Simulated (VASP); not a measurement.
A run of VASP 6.6.1 is set up as follows.

INCAR

```
  ALGO = Normal
  EDIFF = 1E-7
  ENCUT = 520
  GGA = PS
  ISIF = 2
  ISMEAR = 0
  LASPH = True
  LCHARG = True
  LELF = True
  LREAL = False
  LVHAR = True
  LWAVE = False
  NBANDS = 16
  NELM = 60
  PREC = Accurate
  SIGMA = 0.15
```

KPOINTS

```
k-points
0
Gamma
  14 14 14
```

File POSCAR:

```
InSb
1.0
    0.0000000000      3.2271886500      3.2271886500
    3.2271886500      0.0000000000      3.2271886500
    3.2271886500      3.2271886500      0.0000000000
In Sb
1 1
Direct
    0.0000000000      0.0000000000      0.0000000000
    0.5000000000      0.5000000000      0.5000000000
```

Potentials or basis: VASP PAW PBE potentials, release 64 (In_d, Sb).

Launch:

```console
$ cat potpaw_PBE.64/In_d/POTCAR potpaw_PBE.64/Sb/POTCAR > POTCAR
$ mpirun -np 1 vasp_std > vasp.out
```

Predict the band gap on the k mesh.

zero (bands 9 and 10 overlap by 2.17 eV).

What does it give for the pressure?

-6.9 GPa.

Caveat: the cell differs from its parent crystal (strain +0.050 along x and y, +0.050 along z); the cell stands under tension; the PAW data sets were made with another functional, which shifts forces and pressure a little; spin-orbit coupling is left out, which moves the levels of the heavy elements.
